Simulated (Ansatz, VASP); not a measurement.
Two plane-wave programs on Hf2TaN2

File INCAR:

```
SYSTEM = Hf2TaN2
  PREC = Accurate
  ENCUT = 520
  EDIFF = 1E-7
  ISMEAR = 0
  SIGMA = 0.1
  LREAL = .FALSE.
  LASPH = .TRUE.
  NELM = 150
  ALGO = Normal
  ISIF = 2
  LWAVE = .FALSE.
  LCHARG = .FALSE.
  ISPIN = 2
  MAGMOM = 0 0 1 0 0
  LORBIT = 11
  LMAXMIX = 4
  GGA = PE
  NBANDS = 32
```

Contents of KPOINTS:

```
regular mesh
0
G
  6 6 6
  0 0 0
```

POSCAR

```
Hf2TaN2
1.0
    2.1010188100      1.2130237800      5.1802643900
   -2.1010188100      1.2130237800      5.1802643900
    0.0000000000     -2.4260475500      5.1802643900
Hf Ta N
2 1 2
Direct
    0.5851254700      0.5851254700      0.5851254700
    0.4148745300      0.4148745300      0.4148745300
    0.0000000000      0.0000000000      0.0000000000
    0.7023445700      0.7023445700      0.7023445700
    0.2976554300      0.2976554300      0.2976554300
```

Input for Ansatz:

```yaml
crystal:
  lattice:
    - [2.10101881, 1.21302378, 5.18026439]
    - [-2.10101881, 1.21302378, 5.18026439]
    - [0.0, -2.42604755, 5.18026439]
  atoms:
    - { symbol: Hf, position: [0.58512547, 0.58512547, 0.58512547] }
    - { symbol: Hf, position: [0.41487453, 0.41487453, 0.41487453] }
    - { symbol: Ta, position: [0.0, 0.0, 0.0], spin: 1.0 }
    - { symbol: "N", position: [0.70234457, 0.70234457, 0.70234457] }
    - { symbol: "N", position: [0.29765543, 0.29765543, 0.29765543] }
basis:
  ecutwfc: 420
kpoints:
  mp_grid: { grid: [6, 6, 6] }
hamiltonian:
  xc: pbe
scf:
  occupations: { method: gaussian, width: 0.1 }
  lower_state_search: "off"
output:
  forces: true
  stress: true
  eigenvalues: true
  populations: true
magnetization:
  spin_polarized: true
```

Alike in both runs: task single point; functional PBE; k mesh 6 × 6 × 6; occupations gaussian, width 0.1 eV; collinear spin.

|  | VASP | Ansatz |
| --- | --- | --- |
| version | VASP 6.6.1 | Ansatz 0.2.0 |
| potentials or method | VASP PAW PBE potentials, release 64 (Hf_pv, Ta_pv, N), cutoff 520 eV | scalar-relativistic, plane waves, PAW |
| valence electrons in the cell | 41 | 75 |

```tsv
	VASP	Ansatz	Ansatz less VASP
gap on the k mesh at the Fermi level (eV)	none	none	-
pressure (GPa)	16.2	16.8	+0.63
traceless stress, the component that is largest in VASP (GPa)	49.50	48.81	-0.681
rms of the force components (eV/Å)	2.314	2.307	-0.0070
net moment per atom (μB)	0.00	0.00	-0.002
```

Atom by atom the forces differ by 0.036 eV/Å (rms over components). A gap of «none» marks a metal or a gap that the smearing closes. VASP's potentials hold 41 valence electrons a cell and Ansatz's 75, so a difference there can come from the potentials and not from the codes. Ansatz's warnings: seeded moment not kept.

Spin-orbit coupling is off throughout.
